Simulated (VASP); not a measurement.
The system is Cs2Br3.

```
Cs Br
1.0
     3.87280    2.23596    7.04907
    -3.87280    2.23596    7.04907
     0.00000   -4.47192    7.04907
Cs Br
4 6
Direct
  0.85218 0.85218 0.85218
  0.64782 0.64782 0.64782
  0.14782 0.14782 0.14782
  0.35218 0.35218 0.35218
  0.05625 0.44375 0.75000
  0.75000 0.05625 0.44375
  0.44375 0.75000 0.05625
  0.94375 0.55625 0.25000
  0.25000 0.94375 0.55625
  0.55625 0.25000 0.94375
```

| Item | Value |
| --- | --- |
| Program | VASP 6.6.1 |
| Task | relaxation of cell and atoms |
| Functional | PBE |
| Potentials or basis | VASP PAW PBE potentials, release 64 (Cs_sv, Br) |
| Cutoff | 600 eV |
| k mesh | 3 × 3 × 3 |
| Occupations | gaussian, width 0.1 eV |
| Spin | no spin polarisation |

At the start: pressure 10.2 GPa; volume 36.62 Å³/atom.

Problem. Where does the relaxation end?

Solution. Over 20 steps the energy falls by 470.6 meV/atom and the volume is 58.90 Å³/atom (+60.8 %); space group R-3c (No. 167, to 0.1 Å) before and after.

Step by step:
```
step  energy change (eV)  largest force (eV/Å)  pressure (GPa)  volume (Å³)
   1              0.0000                0.2936           10.16       366.25
   2             -4.1597                0.1668            1.63       503.57
   3             -4.4794                0.1363            0.67       548.41
   4             -4.5199                0.0925           -0.40       645.89
   5             -4.5798                0.1064           -0.07       605.59
   6             -4.5810                0.1093           -0.01       599.12
   7             -4.5853                0.1035           -0.01       598.84
   8             -4.5962                0.0859            0.00       597.98
   9             -4.6084                0.0538            0.02       596.25
  10             -4.6095                0.0795            0.03       595.50
  11             -4.6170                0.0741            0.00       598.72
  12             -4.6325                0.0567           -0.10       608.41
  13             -4.6339                0.0164           -0.30       627.90
  14             -4.6382                0.0354           -0.21       618.59
  15             -4.6414                0.0341           -0.20       617.63
  16             -4.6507                0.0321           -0.19       614.76
  17             -4.6672                0.0267           -0.15       608.97
  18             -4.6941                0.0173           -0.09       597.26
  19             -4.6925                0.0469            0.08       573.30
  20             -4.7060                0.0102           -0.05       588.97
```

Final structure:
```xyz
10
Lattice="4.4462 2.5670 8.6008 -4.4462 2.5670 8.6008 0.0000 -5.1340 8.6008" Properties=species:S:1:pos:R:3 pbc="T T T"
Cs    0.0000    0.0000   22.1821
Cs    0.0000    0.0000   16.5213
Cs    0.0000    0.0000    3.6202
Cs    0.0000    0.0000    9.2809
Br   -2.1351   -2.5670   10.7510
Br    3.2906   -0.5656   10.7510
Br   -1.1555    3.1326   10.7510
Br    2.1351    2.5670   15.0513
Br   -3.2906    0.5656   15.0513
Br    1.1555   -3.1326   15.0513
```

Caveat: the volume moved by over 15 % at a fixed basis, so the end points are rough.
